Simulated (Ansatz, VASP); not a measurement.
## Mg, level by level in two programs

```
CELL_PARAMETERS angstrom
3.20930 0.00000 0.00000
-1.60465 2.77934 0.00000
0.00000 0.00000 5.21030
ATOMIC_POSITIONS crystal
Mg 0.66667 0.33333 0.75000
Mg 0.33333 0.66667 0.25000
```

Single points on this cell with VASP 6.6.1 and Ansatz 0.2.0. Each row is one pair of runs. Alike in all rows: spin: off; Ansatz's potentials, cutoff: Ansatz PAW, 420 eV.

```tsv
level	k mesh	smearing	VASP's potentials, cutoff	gap on the k mesh at the Fermi level (eV), VASP	gap on the k mesh at the Fermi level (eV), Ansatz	pressure (GPa), VASP	pressure (GPa), Ansatz
PBE+D4	10 × 10 × 5	fermi-dirac, width 0.05 eV	VASP PAW PBE potentials, release 64 (Mg), 520 eV	none	none	6.7	6.9
RPBE+D4	10 × 10 × 5	fermi-dirac, width 0.05 eV	VASP PAW PBE potentials, release 64 (Mg), 520 eV	none	none	15.0	15.2
PBE	3 × 3 × 2	fermi-dirac, width 0.05 eV	VASP PAW PBE potentials, release 64 (Mg), 520 eV	none	none	0.1	0.2
BLYP+D3(BJ)	10 × 10 × 5	fermi-dirac, width 0.05 eV	VASP PAW PBE potentials, release 64 (Mg), 520 eV	none	none	-3.9	-3.9
SVWN5	10 × 10 × 5	fermi-dirac, width 0.05 eV	VASP PAW PBE potentials, release 64 (Mg), 520 eV	none	?	-2.3	?
revPBE	10 × 10 × 5	fermi-dirac, width 0.05 eV	VASP PAW PBE potentials, release 64 (Mg), 520 eV	none	none	0.4	0.6
revPBE+D4	10 × 10 × 5	fermi-dirac, width 0.05 eV	VASP PAW PBE potentials, release 64 (Mg), 520 eV	none	none	12.6	12.8
PBEsol	10 × 10 × 5	fermi-dirac, width 0.025 eV	VASP PAW PBE potentials, release 64 (Mg), 600 eV	none	none	-1.1	-1.1
```

Q: Fill in what Ansatz gave in row 5.

A: gap on the k mesh at the Fermi level (eV): none; pressure (GPa): -2.4.

VASP's potentials hold 4 valence electrons a cell and Ansatz's 20, so a difference there can come from the potentials and not from the codes.

A gap of «none» marks a metal or a gap that the smearing closes.

The k mesh is coarse in some rows, so the values compare programs but aren't converged.
